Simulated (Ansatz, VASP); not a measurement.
K2S: VASP beside Ansatz

```
CELL_PARAMETERS angstrom
0.00000 3.66531 3.66531
3.66531 0.00000 3.66531
3.66531 3.66531 0.00000
ATOMIC_POSITIONS crystal
K 0.25000 0.25000 0.25000
K 0.75000 0.75000 0.75000
S 0.00000 0.00000 0.00000
```

Alike in both runs: task single point; functional r2SCAN; k mesh 6 × 6 × 6; no spin polarisation.

|  | VASP | Ansatz |
| --- | --- | --- |
| version | VASP 6.6.1 | Ansatz 0.2.0 |
| potentials or method | VASP PAW PBE potentials, release 64 (K_sv, S) | plane waves, PAW |
| plane-wave cutoff (eV) | 550 | 500 |
| occupations | gaussian, width 0.01 eV | fixed |
| valence electrons in the cell | 24 | 24 |

```csv
,VASP,Ansatz,Ansatz less VASP
gap on the k mesh at the Fermi level (eV),2.83,2.83,-0.005
pressure (GPa),0.7,0.7,-0.03
```

VASP's potentials were made for PBE, not for r2SCAN.
